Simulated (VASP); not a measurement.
# Hf (Pm-3m) in VASP: single point with PBEsol

Aim: the single point of Hf with PBEsol.

Everything below comes from runs of VASP 6.6.1. Logs are shortened: lines on timing, memory, paths and dates and some standing lists are left out, and cuts for length are marked.

## (1) The cell of the first run

Symmetry: Pm-3m, No. 221, cubic system. Conventional cell: a = 2.865 Å, b = 2.865 Å, c = 2.865 Å, α = 90.00°, β = 90.00°, γ = 90.00°. Hf (site symmetry m-3m) has 6 Hf at 2.87 Å within 3.8 Å.

## (2) Single point, PBEsol

INCAR

```
SYSTEM = Hf
  PREC = Accurate
  ENCUT = 520
  EDIFF = 1E-7
  ISMEAR = 0
  SIGMA = 0.15
  LREAL = .FALSE.
  LASPH = .TRUE.
  NELM = 60
  ALGO = Normal
  ISIF = 2
  LWAVE = .FALSE.
  LCHARG = .FALSE.
  GGA = PS
  NBANDS = 11
```

KPOINTS

```
regular mesh
0
G
  20 20 20
  0 0 0
```

POSCAR

```
Hf
1.0
   -0.9550862996      1.9101725992      1.9101725992
    1.9101725992     -0.9550862996      1.9101725992
    1.9101725992      1.9101725992     -0.9550862996
Hf
1
Direct
    0.0000000000      0.0000000000      0.0000000000
```

Potentials or basis: VASP PAW PBE potentials, release 64 (Hf_pv).

On the command line:

```
$ cat potpaw_PBE.64/Hf_pv/POTCAR > POTCAR
$ mpirun -np 1 vasp_std > vasp.out
```

OUTCAR:

```text
SYSTEM = Hf
   PREC = Accurate
   ENCUT = 520
   EDIFF = 1E-7
   ISMEAR = 0
   LREAL = .FALSE.
   LASPH = .TRUE.
   NELM = 60
   ISIF = 2
   GGA = PS

 ion  position               nearest neighbor table
   1  0.000  0.000  0.000-

  LATTYP: Found a simple cubic cell.
 ALAT       =     2.8652588988

  Lattice vectors:

 A1 = (  -0.9550862996,   1.9101725992,   1.9101725992)
 A2 = (   1.9101725992,  -0.9550862996,   1.9101725992)
 A3 = (   1.9101725992,   1.9101725992,  -0.9550862996)

Analysis of symmetry for initial positions (statically):
=====================================================================
 Subroutine PRICEL returns:
 Original cell was already a primitive cell.

 Routine SETGRP: Setting up the symmetry group for a
 simple cubic supercell.

 Subroutine GETGRP returns: Found 48 space group operations
 (whereof 48 operations were pure point group operations)
 out of a pool of 48 trial point group operations.

The static configuration has the point symmetry O_h .

Analysis of symmetry for dynamics (positions and initial velocities):
=====================================================================
 Subroutine PRICEL returns:
 Original cell was already a primitive cell.

 Routine SETGRP: Setting up the symmetry group for a
 simple cubic supercell.

 Subroutine GETGRP returns: Found 48 space group operations
 (whereof 48 operations were pure point group operations)
 out of a pool of 48 trial point group operations.

The dynamic configuration has the point symmetry O_h .

 Subroutine INISYM returns: Found 48 space group operations
 (whereof 48 operations are pure point group operations),
 and found     1 'primitive' translations

----------------------------------------------------------------------------------------

                                     Primitive cell

  volume of cell :      23.5229

  direct lattice vectors                    reciprocal lattice vectors
    -0.955086300  1.910172599  1.910172599    -0.116336200  0.232672401  0.232672401
     1.910172599 -0.955086300  1.910172599     0.232672401 -0.116336200  0.232672401
     1.910172599  1.910172599 -0.955086300     0.232672401  0.232672401 -0.116336200

  length of vectors
     2.865258899  2.865258899  2.865258899     0.349008601  0.349008601  0.349008601

  position of ions in fractional coordinates (direct lattice)
     0.000000000  0.000000000  0.000000000

  ion indices of the primitive-cell ions
   primitive index   ion index
                 1           1

----------------------------------------------------------------------------------------

 KPOINTS: regular mesh

Automatic generation of k-mesh.
 Grid dimensions read from file:
 generate k-points for:   20   20   20

 Generating k-lattice:

  Cartesian coordinates                     Fractional coordinates (reciprocal lattice)
    -0.005816810  0.011633620  0.011633620     0.050000000  0.000000000  0.000000000
     0.011633620 -0.005816810  0.011633620     0.000000000  0.050000000  0.000000000
     0.011633620  0.011633620 -0.005816810     0.000000000  0.000000000  0.050000000

  Length of vectors
     0.017450430  0.017450430  0.017450430

  Shift w.r.t. Gamma in fractional coordinates (k-lattice)
     0.000000000  0.000000000  0.000000000

 Subroutine IBZKPT returns following result:
 ===========================================

 Found    286 irreducible k-points:

 Following reciprocal coordinates:
            Coordinates               Weight
  0.000000  0.000000  0.000000      1.000000
  0.050000  0.000000  0.000000      6.000000
  0.100000  0.000000  0.000000      6.000000
  0.150000  0.000000  0.000000      6.000000
  0.200000  0.000000  0.000000      6.000000
  0.250000  0.000000  0.000000      6.000000
[... 16 lines left out ...]
  0.150000  0.100000 -0.000000     24.000000
  0.200000  0.100000  0.000000     24.000000
 [... further k-points ...]
   k-points           NKPTS =    286   k-points in BZ     NKDIM =    286   number of bands    NBANDS=     11
   number of dos      NEDOS =    301   number of ions     NIONS =      1
   total plane-waves  NPLWV =  13824
   dimension x,y,z NGX =    24 NGY =   24 NGZ =   24
   dimension x,y,z NGXF=    48 NGYF=   48 NGZF=   48
   ions per type =               1
   NGX,Y,Z   is equivalent  to a cutoff of  13.93, 13.93, 13.93 a.u.
   NGXF,Y,Z  is equivalent  to a cutoff of  27.85, 27.85, 27.85 a.u.
 SYSTEM =  Hf
   PREC   = accura    normal or accurate (medium, high low for compatibility)
   ISTART =      0    job   : 0-new  1-cont  2-samecut
   ICHARG =      2    charge: 1-file 2-atom 10-const
   ISPIN  =      1    spin polarized calculation?
   LNONCOLLINEAR =      F non collinear calculations
   LSORBIT =      F    spin-orbit coupling
   LASPH  =      T    aspherical Exc in radial PAW
   ENCUT  =  520.0 eV  38.22 Ry    6.18 a.u.   5.33  5.33  5.33*2*pi/ulx,y,z
   NELM   =     60;   NELMIN=  2; NELMDL= -5     # of ELM steps
   EDIFF  = 0.1E-06   stopping-criterion for ELM
   LREAL  =      F    real-space projection
   EDIFFG = 0.1E-05   stopping-criterion for IOM
   NSW    =      0    number of steps for IOM
   IBRION =     -1    ionic relax: 0-MD 1-quasi-New 2-CG
   NFREE  =      0    steps in history (QN), initial steepest desc. (CG)
   ISIF   =      2    stress and relaxation
   ISYM   =      2    0-nonsym 1-usesym 2-fastsym
   POTIM  = 0.5000    time-step for ionic-motion
   TEBEG  =    0.0;   TEEND  =   0.0 temperature during run
   PSTRESS=    0.0 pullay stress
   NELECT =      10.0000    total number of electrons
   NUPDOWN=      -1.0000    fix difference up-down
   EMIN   =  10.00;   EMAX   =-10.00  energy-range for DOS
   EFERMI =   0.00;   METHOD = LEGACY
   ISMEAR =     0;   SIGMA  =   0.15  broadening in eV -4-tet -1-fermi 0-gaus
   EFERMI_NEDOS =   21; number of points for ismear=-14 and -15
   IALGO  =     38    algorithm
   IMIX   =      4    mixing-type and parameters
     AMIX     =   0.40;   BMIX     =  1.00
     AMIX_MAG =   1.60;   BMIX_MAG =  1.00
  volume/ion in A,a.u.               =      23.52       158.74
  Fermi-wavevector in a.u.,A,eV,Ry     =   1.230961  2.326179 20.616432  1.515265
  Thomas-Fermi vector in A             =   2.365789
   LORBIT       =      0    0 simple, 1 ext, 2 COOP (PROOUT), +10 PAW based schemes
   GGA     = PS    functional components
   LHFCALC =     F    Hartree Fock is set to
   AEXX    =    0.0000 exact exchange contribution
   IVDW    =     0    specifies the selected vdW correction
   LEPSILON=     F    determine dielectric tensor
   LRPA    =     F    only Hartree local field effects (RPA)
 non-spin polarized calculation
 Gauss-broadening in eV      SIGMA  =   0.15
  energy-cutoff  :      520.00
  volume of cell :       23.52
 maximum number of plane-waves:       655
 NGX is ok and might be reduce to    24
   NGX = 11   NGY = 11   NGZ = 11

 number of electron      10.0000000 magnetization

 number of electron       9.9999998 magnetization

 Free energy of the ion-electron system (eV)
  ---------------------------------------------------
  ext. energy  EPLUGINS =         0.00000000
  ---------------------------------------------------
  free energy    TOTEN  =        -9.42314039 eV

  energy without entropy =       -9.40448318  energy(sigma->0) =       -9.41381178

 E-fermi :   3.9762     XC(G=0): -11.0703

 val. band max:        3.9691510708   @ k =   0.5000   0.3500   0.3000
 cond. band min:       3.9766309910   @ k =   0.3500   0.2000   0.1500
 fundamental gap:      0.0074799202
 Fermi energy:         3.9761720341

 k-point     1 :       0.0000    0.0000    0.0000
  band No.  band energies     occupation
      1     -25.7856      2.00000
      2     -25.7856      2.00000
      3     -25.7856      2.00000
      4      -2.6644      2.00000
      5       2.4408      2.00000
      6       2.4408      2.00000
      7      10.8000      0.00000
      8      10.8000      0.00000
      9      10.8000      0.00000
     10      17.1895      0.00000
     11      17.2763      0.00000

 k-point     2 :       0.0500    0.0000    0.0000
  band No.  band energies     occupation
      1     -25.8143      2.00000
      2     -25.7833      2.00000
      3     -25.7833      2.00000
      4      -2.5942      2.00000
      5       2.4611      2.00000
      6       2.5080      2.00000
      7      10.6475      0.00000
      8      10.6475      0.00000
      9      10.8094      0.00000
     10      16.8617      0.00000
     11      17.2032      0.00000

 k-point     3 :       0.1000    0.0000    0.0000
  band No.  band energies     occupation
      1     -25.8969      2.00000
      2     -25.7763      2.00000
      3     -25.7763      2.00000
      4      -2.3900      2.00000
      5       2.5209      2.00000
      6       2.7045      2.00000
      7      10.2454      0.00000
      8      10.2454      0.00000
      9      10.8367      0.00000
     10      15.9726      0.00000
     11      17.2013      0.00000

 k-point     4 :       0.1500    0.0000    0.0000
  band No.  band energies     occupation
      1     -26.0234      2.00000
      2     -25.7656      2.00000
      3     -25.7656      2.00000
      4      -2.0693      2.00000
      5       2.6161      2.00000
      6       3.0125      2.00000
      7       9.7062      0.00000
      8       9.7062      0.00000
      9      10.8796      0.00000
     10      14.9757      0.00000
     11      17.2010      0.00000
[... 239 lines left out ...]
 k-point    22 :       0.1000    0.1000    0.0000
  band No.  band energies     occupation
      1     -25.8935      2.00000
      2     -25.8805      2.00000
      3     -25.7671      2.00000
      4      -2.1156      2.00000
      5       2.6906      2.00000
      6       2.8803      2.00000
      7       9.6304      0.00000
      8      10.1475      0.00000
      9      10.4478      0.00000
     10      16.4299      0.00000
     11      16.8450      0.00000

 k-point    23 :       0.1500    0.1000   -0.0000
  band No.  band energies     occupation
      1     -26.0135      2.00000
      2     -25.8750      2.00000
      3     -25.7564      2.00000
      4      -1.7957      2.00000
      5       2.8103      2.00000
      6       3.1657      2.00000
      7       9.0532      0.00000
      8       9.7131      0.00000
      9      10.4098      0.00000
     10      15.6158      0.00000
     11      17.1579      0.00000

 k-point    24 :       0.2000    0.1000    0.0000
  band No.  band energies     occupation
      1     -26.1685      2.00000
      2     -25.8608      2.00000
      3     -25.7428      2.00000
      4      -1.3853      2.00000
      5       2.9416      2.00000
      6       3.5384      1.99996
      7       8.4623      0.00000
      8       9.1618      0.00000
      9      10.4578      0.00000
     10      14.7021      0.00000
     11      17.1938      0.00000

 [... further k-points ...]
[... 5 lines left out ...]
  --------------------------------------------------------------------------------------
  -------------------------------------------------------------------------------------
  Total       -0.0391806     -0.0391806     -0.0391806      0.0000000      0.0000000      0.0000000
  in kB       -2.6686432     -2.6686432     -2.6686432      0.0000000      0.0000000      0.0000000
  external PRESSURE =      -2.6686432 kB  Pullay stress =       0.0000000 kB

 VOLUME and BASIS-vectors are now :
 -----------------------------------------------------------------------------
  energy-cutoff  :      520.00
  volume of cell :       23.52
      direct lattice vectors                 reciprocal lattice vectors
    -0.955086300  1.910172599  1.910172599    -0.116336200  0.232672401  0.232672401
     1.910172599 -0.955086300  1.910172599     0.232672401 -0.116336200  0.232672401
     1.910172599  1.910172599 -0.955086300     0.232672401  0.232672401 -0.116336200

 POSITION                                       TOTAL-FORCE (eV/Angst)
 -----------------------------------------------------------------------------------
      0.00000      0.00000      0.00000         0.000000     -0.000000      0.000000
 -----------------------------------------------------------------------------------
    total drift:                                0.000000      0.000000     -0.000000

  FREE ENERGIE OF THE ION-ELECTRON SYSTEM (eV)
  ---------------------------------------------------
  free  energy   TOTEN  =        -9.4231403879 eV

  energy  without entropy=       -9.4044831779  energy(sigma->0) =       -9.41381178
```

It took 16 s on 1 thread of Intel Xeon 6975P-C (Granite Rapids), shared host; peak memory 0.19 GiB.

Results:

```yaml
Free_energy: -9.4231 eV
Pressure: -0.3 GPa
Band_gap_on_the_k_mesh: zero (band 5 reaches 4.92 eV, above the bottom of band 6 at 2.44 eV)
```

Caveat: the PAW data sets were made with another functional, which shifts forces and pressure a little; spin-orbit coupling is left out, which moves the levels of the heavy elements.
